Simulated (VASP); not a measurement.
# Al3GaN4 (Pm) in VASP: further runs

The runs below take Al3GaN4 through single point, with r2SCAN.

All numbers are computed with VASP 6.6.1; they aren't measurements. Logs are shortened: lines on timing, memory, paths and dates and some standing lists are left out, and cuts for length are marked.

## Step 1: The cell of the first run

Symmetry: Pm, No. 6, monoclinic system. The conventional cell has a = 5.038 Å, b = 3.125 Å, c = 11.321 Å, α = 90.00°, β = 90.03°, γ = 90.00°. Within 2.5 Å of Al (site symmetry m) lie 4 N at 1.88 to 1.90 Å. Within 2.5 Å of Al (site symmetry m) lie 4 N at 1.88 to 1.90 Å. Al (site symmetry m) has 4 N at 1.89 to 1.90 Å within 2.5 Å. Al (site symmetry m) has 4 N at 1.89 to 1.90 Å within 2.5 Å. Within 2.5 Å of Al (site symmetry m) lie 4 N at 1.90 to 2.38 Å. Al (site symmetry m) has 4 N at 1.89 to 1.90 Å within 2.5 Å. Ga (site symmetry m) has 4 N at 1.93 to 2.42 Å within 2.6 Å. Within 2.6 Å of Ga (site symmetry m) lie 4 N at 1.93 to 1.96 Å.

## Step 2: Single point, r2SCAN (the distance across one plane changed)

Contents of POSCAR:

```
Al3GaN4
1.0
   -5.0380822009      0.0000000000     -0.0000609628
    0.0000000000     -3.1249488261      0.0000000000
   -0.0065875349      0.0000000000     11.3207859611
Al Ga N
6 2 8
Direct
    0.4998255100      0.5000000000      0.7973347980
    0.4997972355      0.5000000000      0.3194180702
    0.9993411296      0.5000000000      0.1605809463
    0.9993694041      0.5000000000      0.6384976740
    0.9990474941      1.0000000000      0.8758992371
    0.9990192196      1.0000000000      0.3979825093
    0.5005100430      1.0000000000      0.0799576022
    0.5005383175      1.0000000000      0.5578743299
    0.8892977549      1.0000000000      0.0800113907
    0.8893260294      1.0000000000      0.5579281185
    0.8773715788      0.5000000000      0.7972761180
    0.8773433043      0.5000000000      0.3193593902
    0.3745960644      0.5000000000      0.1633428602
    0.3746243389      0.5000000000      0.6412595880
    0.3766378698      1.0000000000      0.8731370149
    0.3766095953      1.0000000000      0.3952202871
```

Contents of INCAR.step1:

```
PREC = Accurate ; ENCUT = 520
ISMEAR = 0 ; SIGMA = 0.05
LREAL = Auto ; LASPH = T
NELM = 100 ; NBANDS = 56
GGA = PE ; ALGO = Normal
EDIFF = 1E-4 ; LWAVE = T
LCHARG = F
```

Contents of INCAR.step2:

```
PREC = Accurate ; ENCUT = 520
EDIFF = 1E-7 ; ISMEAR = 0
SIGMA = 0.05 ; LREAL = Auto
LASPH = T ; NELM = 100
ALGO = Normal ; ISIF = 2
LWAVE = F ; LCHARG = T
METAGGA = R2SCAN ; LMIXTAU = T
LELF = T ; LVHAR = T
NBANDS = 56 ; ISTART = 1
```

Contents of KPOINTS:

```
Automatic mesh
0
Gamma
  5 7 2
```

Potentials or basis: VASP PAW PBE potentials, release 64 (Al, Ga_d, N).

Started as:

```sh
> cat potpaw_PBE.64/Al/POTCAR potpaw_PBE.64/Ga_d/POTCAR potpaw_PBE.64/N/POTCAR > POTCAR
> cp INCAR.step1 INCAR
> mpirun -np 1 vasp_std > vasp.out
> cp INCAR.step2 INCAR
> mpirun -np 1 vasp_std > vasp.out
```

OUTCAR:

```text
PREC = Accurate
   ENCUT = 520
   EDIFF = 1E-7
   ISMEAR = 0
   LREAL = Auto
   LASPH = T
   NELM = 100
   ISIF = 2
   METAGGA = R2SCAN
   ISTART = 1

 ion  position               nearest neighbor table
   1  0.500  0.500  0.797-  14 1.88  15 1.89  15 1.89  11 1.90   5 3.09   5 3.09   4 3.09   5 3.10
                             5 3.10   4 3.10   8 3.13   8 3.13
   2  0.500  0.500  0.319-  13 1.88  16 1.89  16 1.89  12 1.90   6 3.09   6 3.09   3 3.09   6 3.10
                             6 3.10   3 3.10   8 3.12   8 3.12   7 3.13   7 3.13
   3  0.999  0.500  0.161-  13 1.89   9 1.89   9 1.89  12 1.90   2 3.09   7 3.10   7 3.10   2 3.10
                             7 3.11   7 3.11   6 3.11   6 3.11
   4  0.999  0.500  0.638-  14 1.89  10 1.89  10 1.89  11 1.90   1 3.09   8 3.10   8 3.10   1 3.10
                             8 3.11   8 3.11   5 3.11   5 3.11   6 3.14   6 3.14
   5  0.999  0.000  0.876-  11 1.90  11 1.90  15 1.90   9 2.38   1 3.09   1 3.09   1 3.10   1 3.10
                             4 3.11   4 3.11
   6  0.999  0.000  0.398-  10 1.89  12 1.90  12 1.90  16 1.90   2 3.09   2 3.09   8 3.09   2 3.10
                             2 3.10   3 3.11   3 3.11   8 3.11   4 3.14   4 3.14
   7  0.501  0.000  0.080-  13 1.93  13 1.93   9 1.96   3 3.10   3 3.10   3 3.11   3 3.11   2 3.13
                             2 3.13
   8  0.501  0.000  0.558-  14 1.93  14 1.93  16 1.94  10 1.96   6 3.09   4 3.10   4 3.10   4 3.11
                             4 3.11   6 3.11   2 3.12   2 3.12   1 3.13   1 3.13
   9  0.889  0.000  0.080-   3 1.89   3 1.89   7 1.96   5 2.38
  10  0.889  0.000  0.558-   4 1.89   4 1.89   6 1.89   8 1.96
  11  0.877  0.500  0.797-   4 1.90   5 1.90   5 1.90   1 1.90
  12  0.877  0.500  0.319-   3 1.90   6 1.90   6 1.90   2 1.90
  13  0.375  0.500  0.163-   2 1.88   3 1.89   7 1.93   7 1.93
  14  0.375  0.500  0.641-   1 1.88   4 1.89   8 1.93   8 1.93
  15  0.377  0.000  0.873-   1 1.89   1 1.89   5 1.90
  16  0.377  0.000  0.395-   2 1.89   2 1.89   6 1.90   8 1.94

  LATTYP: Found a simple monoclinic cell.
 ALAT       =     5.0380822013
 B/A-ratio  =     0.6202655497
 C/A-ratio  =     2.2470431060
 COS(beta)  =    -0.0005697968

  Lattice vectors:

 A1 = (  -5.0380822009,   0.0000000000,  -0.0000609628)
 A2 = (   0.0000000000,   3.1249488261,   0.0000000000)
 A3 = (   0.0065875349,   0.0000000000, -11.3207859611)

Analysis of symmetry for initial positions (statically):
=====================================================================
 Subroutine PRICEL returns:
 Original cell was already a primitive cell.

 Routine SETGRP: Setting up the symmetry group for a
 simple monoclinic supercell.

 Subroutine GETGRP returns: Found  2 space group operations
 (whereof  2 operations were pure point group operations)
 out of a pool of  4 trial point group operations.

The static configuration has the point symmetry C_1h.

Analysis of symmetry for dynamics (positions and initial velocities):
=====================================================================
 Subroutine PRICEL returns:
 Original cell was already a primitive cell.

 Routine SETGRP: Setting up the symmetry group for a
 simple monoclinic supercell.

 Subroutine GETGRP returns: Found  2 space group operations
 (whereof  2 operations were pure point group operations)
 out of a pool of  4 trial point group operations.

The dynamic configuration has the point symmetry C_1h.

 Subroutine INISYM returns: Found  2 space group operations
 (whereof  2 operations are pure point group operations),
 and found     1 'primitive' translations

----------------------------------------------------------------------------------------

                                     Primitive cell

  volume of cell :     178.2316

  direct lattice vectors                    reciprocal lattice vectors
    -5.038082201  0.000000000 -0.000060963    -0.198488225  0.000000000 -0.000115500
     0.000000000 -3.124948826  0.000000000     0.000000000 -0.320005240  0.000000000
    -0.006587535  0.000000000 11.320785961    -0.000001069  0.000000000  0.088333089

  length of vectors
     5.038082201  3.124948826 11.320787878     0.198488259  0.320005240  0.088333089

  position of ions in fractional coordinates (direct lattice)
     0.499825510  0.500000000  0.797334798
     0.499797235  0.500000000  0.319418070
     0.999341130  0.500000000  0.160580946
     0.999369404  0.500000000  0.638497674
     0.999047494  0.000000000  0.875899237
     0.999019220  0.000000000  0.397982509
[... 8 lines left out ...]
     0.376637870  0.000000000  0.873137015
     0.376609595  0.000000000  0.395220287

  ion indices of the primitive-cell ions
   primitive index   ion index
                 1           1
                 2           2
                 3           3
                 4           4
                 5           5
                 6           6
[... 8 lines left out ...]
                15          15
                16          16

----------------------------------------------------------------------------------------

 KPOINTS: Automatic mesh

Automatic generation of k-mesh.
 Grid dimensions read from file:
 generate k-points for:    5    7    2

 Generating k-lattice:

  Cartesian coordinates                     Fractional coordinates (reciprocal lattice)
    -0.039697645  0.000000000 -0.000023100     0.200000000  0.000000000  0.000000000
     0.000000000 -0.045715034  0.000000000     0.000000000  0.142857143  0.000000000
    -0.000000534  0.000000000  0.044166544    -0.000000000  0.000000000  0.500000000

  Length of vectors
     0.039697652  0.045715034  0.044166544

  Shift w.r.t. Gamma in fractional coordinates (k-lattice)
     0.000000000  0.000000000  0.000000000

 Subroutine IBZKPT returns following result:
 ===========================================

 Found     24 irreducible k-points:

 Following reciprocal coordinates:
            Coordinates               Weight
  0.000000  0.000000  0.000000      1.000000
  0.200000  0.000000  0.000000      2.000000
  0.400000  0.000000  0.000000      2.000000
  0.000000  0.142857  0.000000      2.000000
  0.200000  0.142857  0.000000      4.000000
  0.400000  0.142857  0.000000      4.000000
[... 16 lines left out ...]
  0.200000  0.428571  0.500000      4.000000
  0.400000  0.428571  0.500000      4.000000
   k-points           NKPTS =     24   k-points in BZ     NKDIM =     24   number of bands    NBANDS=     56
   number of dos      NEDOS =    301   number of ions     NIONS =     16
   total plane-waves  NPLWV =  80640
   dimension x,y,z NGX =    40 NGY =   24 NGZ =   84
   dimension x,y,z NGXF=    80 NGYF=   48 NGZF=  168
   ions per type =               6   2   8
   NGX,Y,Z   is equivalent  to a cutoff of  13.20, 12.77, 12.34 a.u.
   NGXF,Y,Z  is equivalent  to a cutoff of  26.40, 25.54, 24.67 a.u.
 SYSTEM =  unknown system
   PREC   = accura    normal or accurate (medium, high low for compatibility)
   ISTART =      1    job   : 0-new  1-cont  2-samecut
   ICHARG =      0    charge: 1-file 2-atom 10-const
   ISPIN  =      1    spin polarized calculation?
   LNONCOLLINEAR =      F non collinear calculations
   LSORBIT =      F    spin-orbit coupling
   LASPH  =      T    aspherical Exc in radial PAW
   ENCUT  =  520.0 eV  38.22 Ry    6.18 a.u.   9.37  5.81 21.05*2*pi/ulx,y,z
   NELM   =    100;   NELMIN=  2; NELMDL=  0     # of ELM steps
   EDIFF  = 0.1E-06   stopping-criterion for ELM
   LREAL  =      T    real-space projection
   EDIFFG = 0.1E-05   stopping-criterion for IOM
   NSW    =      0    number of steps for IOM
   IBRION =     -1    ionic relax: 0-MD 1-quasi-New 2-CG
   NFREE  =      0    steps in history (QN), initial steepest desc. (CG)
   ISIF   =      2    stress and relaxation
   ISYM   =      2    0-nonsym 1-usesym 2-fastsym
   POTIM  = 0.5000    time-step for ionic-motion
   TEBEG  =    0.0;   TEEND  =   0.0 temperature during run
   PSTRESS=    0.0 pullay stress
   NELECT =      84.0000    total number of electrons
   NUPDOWN=      -1.0000    fix difference up-down
   EMIN   =  10.00;   EMAX   =-10.00  energy-range for DOS
   EFERMI =   0.00;   METHOD = LEGACY
   ISMEAR =     0;   SIGMA  =   0.05  broadening in eV -4-tet -1-fermi 0-gaus
   EFERMI_NEDOS =   21; number of points for ismear=-14 and -15
   IALGO  =     38    algorithm
   IMIX   =      4    mixing-type and parameters
     AMIX     =   0.40;   BMIX     =  1.00
     AMIX_MAG =   1.60;   BMIX_MAG =  1.00
  volume/ion in A,a.u.               =      11.14        75.17
  Fermi-wavevector in a.u.,A,eV,Ry     =   1.274011  2.407531 22.083654  1.623103
  Thomas-Fermi vector in A             =   2.406802
   LORBIT       =      0    0 simple, 1 ext, 2 COOP (PROOUT), +10 PAW based schemes
   METAGGA = R2SCAN    functional components
   LHFCALC =     F    Hartree Fock is set to
   AEXX    =    0.0000 exact exchange contribution
   IVDW    =     0    specifies the selected vdW correction
   LEPSILON=     F    determine dielectric tensor
   LRPA    =     F    only Hartree local field effects (RPA)
 non-spin polarized calculation
 Gauss-broadening in eV      SIGMA  =   0.05
  energy-cutoff  :      520.00
  volume of cell :      178.23
 maximum number of plane-waves:      4826
 NGX is ok and might be reduce to    40
   NGX = 19   NGY = 11   NGZ = 43

 number of electron      83.9999978 magnetization

 Free energy of the ion-electron system (eV)
  ---------------------------------------------------
  ext. energy  EPLUGINS =         0.00000000
  ---------------------------------------------------
  free energy    TOTEN  =      -157.61089772 eV

  energy without entropy =     -157.61089772  energy(sigma->0) =     -157.61089772

 E-fermi :   5.4888     XC(G=0): -11.5085

 val. band max:        5.2355217174   @ k =   0.0000   0.0000   0.0000
 cond. band min:       8.7340704222   @ k =   0.0000   0.0000   0.0000
 fundamental gap:      3.4985487048
 Fermi energy:         5.4887956283

 k-point     1 :       0.0000    0.0000    0.0000
  band No.  band energies     occupation
      1     -10.9139      2.00000
      2     -10.4742      2.00000
      3      -9.9404      2.00000
      4      -9.4806      2.00000
      5      -9.4560      2.00000
      6      -9.2367      2.00000
[... 46 lines left out ...]
     53      13.7628      0.00000
     54      14.1008      0.00000
[... 1309 lines left out ...]
     53      14.4670      0.00000
     54      14.7764      0.00000
 [bands above 54 left out]

------------------------ aborting loop because EDIFF is reached ----------------------------------------

  FORCE on cell =-STRESS in cart. coord.  units (eV):
  Direction    XX          YY          ZZ          XY          YZ          ZX
  --------------------------------------------------------------------------------------
  -------------------------------------------------------------------------------------
  Total       -2.2225494     -0.9206846    -11.7083276      0.0000000      0.0000000      0.1747210
  in kB      -19.9791616     -8.2763091   -105.2496608      0.0000000      0.0000000      1.5706191
  external PRESSURE =     -44.5017105 kB  Pullay stress =       0.0000000 kB

 VOLUME and BASIS-vectors are now :
 -----------------------------------------------------------------------------
  energy-cutoff  :      520.00
  volume of cell :      178.23
      direct lattice vectors                 reciprocal lattice vectors
    -5.038082201  0.000000000 -0.000060963    -0.198488225  0.000000000 -0.000115500
     0.000000000 -3.124948826  0.000000000     0.000000000 -0.320005240  0.000000000
    -0.006587535  0.000000000 11.320785961    -0.000001069  0.000000000  0.088333089

 POSITION                                       TOTAL-FORCE (eV/Angst)
 -----------------------------------------------------------------------------------
     -2.52341     -1.56247      9.02643         0.350320      0.000000      0.997137
     -2.52012     -1.56247      3.61603        -0.153180      0.000000      0.117785
     -5.03582     -1.56247      1.81784         0.312795      0.000000     -0.900238
     -5.03911     -1.56247      7.22823        -0.149860      0.000000     -0.039255
     -5.03905      0.00000      9.91581        -0.446435      0.000000      1.276064
     -5.03576      0.00000      4.50541         0.038888      0.000000     -0.041962
[... 8 lines left out ...]
     -1.90328      0.00000      9.88457         0.089915      0.000000      1.320221
     -1.89999      0.00000      4.47418         0.032204      0.000000     -0.202852
 -----------------------------------------------------------------------------------
    total drift:                                0.117209      0.000000      0.000623

  FREE ENERGIE OF THE ION-ELECTRON SYSTEM (eV)
  ---------------------------------------------------
  free  energy   TOTEN  =      -157.6108977181 eV

  energy  without entropy=     -157.6108977181  energy(sigma->0) =     -157.61089772
```

Wall time 26 min (1 thread of Oxide Virtual Turin-like, shared host); peak memory 0.36 GiB.

What came out:

```yaml
Free_energy: -157.6109 eV
Pressure: -4.5 GPa
Largest_force: 1.441 eV/Å
Band_gap_on_the_k_mesh: 3.50 eV
```

Forces on the atoms (eV/Å):
```
Al   0.350  0.000  0.997
Al  -0.153  0.000  0.118
Al   0.313  0.000 -0.900
Al  -0.150  0.000 -0.039
Al  -0.446  0.000  1.276
Al   0.039  0.000 -0.042
Ga  -0.403  0.000 -1.362
Ga   0.050  0.000  0.078
N    0.078  0.000 -1.439
N   -0.068  0.000  0.083
N    0.077  0.000  0.588
N   -0.014  0.000  0.156
N    0.188  0.000 -0.520
N    0.019  0.000 -0.112
N    0.090  0.000  1.320
N    0.032  0.000 -0.203
```

Stress tensor (GPa, compression positive):
```
 -2.00   0.00   0.16
  0.00  -0.83   0.00
  0.16   0.00 -10.52
```

Levels at points of the mesh, in eV from the valence-band top:
| k point | band 39 | band 40 | band 41 | band 42 | band 43 | band 44 | band 45 | band 46 |
| --- | --- | --- | --- | --- | --- | --- | --- | --- |
| (0.00, 0.00, 0.00) | -0.14 | -0.10 | -0.02 | 0.00 | 3.50 | 5.27 | 5.97 | 6.20 |
| (0.00, 0.00, 0.50) | -0.21 | -0.09 | -0.08 | -0.01 | 4.10 | 4.82 | 5.81 | 6.41 |

Caveat: the cell differs from its parent crystal (the distance across one plane changed); the stress differs along the axes, from -11 to -1 GPa; the PAW data sets were made with another functional, which shifts forces and pressure a little.

## Step 3: Single point, r2SCAN (the distance across one plane changed)

Contents of POSCAR:

```
Al3GaN4
1.0
   -5.0380822009      0.0000000000     -0.0000609628
    0.0000000000     -3.1249488261      0.0000000000
   -0.0065905600      0.0000000000     11.5707859610
Al Ga N
6 2 8
Direct
    0.4998475671      0.5000000000      0.7801074723
    0.4998060718      0.5000000000      0.3125166793
    0.9993455718      0.5000000000      0.1571114122
    0.9993870672      0.5000000000      0.6247022052
    0.9990717246      1.0000000000      0.8569744373
    0.9990302293      1.0000000000      0.3893836443
    0.5005122550      1.0000000000      0.0782300272
    0.5005537504      1.0000000000      0.5458208202
    0.8892999683      1.0000000000      0.0782826536
    0.8893414637      1.0000000000      0.5458734466
    0.8773936343      0.5000000000      0.7800500601
    0.8773521390      0.5000000000      0.3124592671
    0.3746005830      0.5000000000      0.1598136518
    0.3746420784      0.5000000000      0.6274044448
    0.3766620239      1.0000000000      0.8542718960
    0.3766205285      1.0000000000      0.3866811030
```

Contents of INCAR.step1:

```
PREC     = Accurate       # precision mode
ENCUT    = 520            # plane-wave cutoff, eV
ISMEAR   = 0              # smearing method
SIGMA    = 0.05           # smearing width, eV
LREAL    = Auto         
LASPH    = True           # aspherical terms in the spheres
NELM     = 100            # most SCF steps
NBANDS   = 56             # bands
GGA      = PE             # functional
ALGO     = Normal         # electronic algorithm
EDIFF    = 1E-4           # SCF threshold, eV
LWAVE    = True           # write WAVECAR
LCHARG   = False          # write CHGCAR
```

Contents of INCAR.step2:

```
PREC     = Accurate       # precision mode
ENCUT    = 520            # plane-wave cutoff, eV
EDIFF    = 1E-6           # SCF threshold, eV
ISMEAR   = 0              # smearing method
SIGMA    = 0.05           # smearing width, eV
LREAL    = Auto         
LASPH    = True           # aspherical terms in the spheres
NELM     = 100            # most SCF steps
ALGO     = Normal         # electronic algorithm
ISIF     = 2              # what is computed and relaxed
LWAVE    = False          # write WAVECAR
LCHARG   = True           # write CHGCAR
METAGGA  = R2SCAN         # meta-GGA
LMIXTAU  = True         
LELF     = True           # ELF
LVHAR    = True         
NBANDS   = 56             # bands
ISTART   = 1
```

KPOINTS is that of step 2.

Potentials or basis: VASP PAW PBE potentials, release 64 (Al, Ga_d, N).

Started as:

```sh
> cat potpaw_PBE.64/Al/POTCAR potpaw_PBE.64/Ga_d/POTCAR potpaw_PBE.64/N/POTCAR > POTCAR
> cp INCAR.step1 INCAR
> mpirun -np 1 vasp_std > vasp.out
> cp INCAR.step2 INCAR
> mpirun -np 1 vasp_std > vasp.out
```

Wall time 45 min (1 thread of Oxide Virtual Turin-like, shared host); peak memory 0.36 GiB.

The run converged. Its results:

| Quantity | Value |
| --- | --- |
| Free energy | -156.6382 eV |
| Pressure | -4.8 GPa |
| Largest force | 1.382 eV/Å |
| Band gap on the k mesh | 3.05 eV (least direct gap 3.06 eV) |

Forces in eV/Å, atoms in the order of the input:
```
Al   0.539  0.000  1.273
Al  -0.226  0.000  0.182
Al   0.484  0.000 -1.156
Al  -0.223  0.000 -0.073
Al  -0.871  0.000  0.720
Al   0.062  0.000 -0.061
Ga  -0.831  0.000 -0.894
Ga   0.071  0.000  0.119
N    0.327  0.000 -1.054
N   -0.066  0.000  0.118
N    0.123  0.000  0.799
N   -0.024  0.000  0.230
N    0.259  0.000 -0.718
N    0.000  0.000 -0.208
N    0.339  0.000  0.989
N    0.037  0.000 -0.264
```

Stress tensor (GPa, compression positive):
```
 -2.89   0.00   0.16
  0.00  -0.93   0.00
  0.16   0.00 -10.54
```

Levels at points of the mesh, in eV from the valence-band top:
| k point | band 39 | band 40 | band 41 | band 42 | band 43 | band 44 | band 45 | band 46 |
| --- | --- | --- | --- | --- | --- | --- | --- | --- |
| (0.00, 0.00, 0.00) | -0.17 | -0.06 | -0.04 | -0.01 | 3.05 | 4.55 | 5.65 | 6.09 |
| (0.00, 0.00, 0.50) | -0.27 | -0.15 | -0.07 | 0.00 | 3.53 | 4.49 | 5.18 | 6.29 |

Caveat: the cell differs from its parent crystal (the distance across one plane changed); the stress differs along the axes, from -11 to -1 GPa; the PAW data sets were made with another functional, which shifts forces and pressure a little.

(Continued in part 2 of 2.)
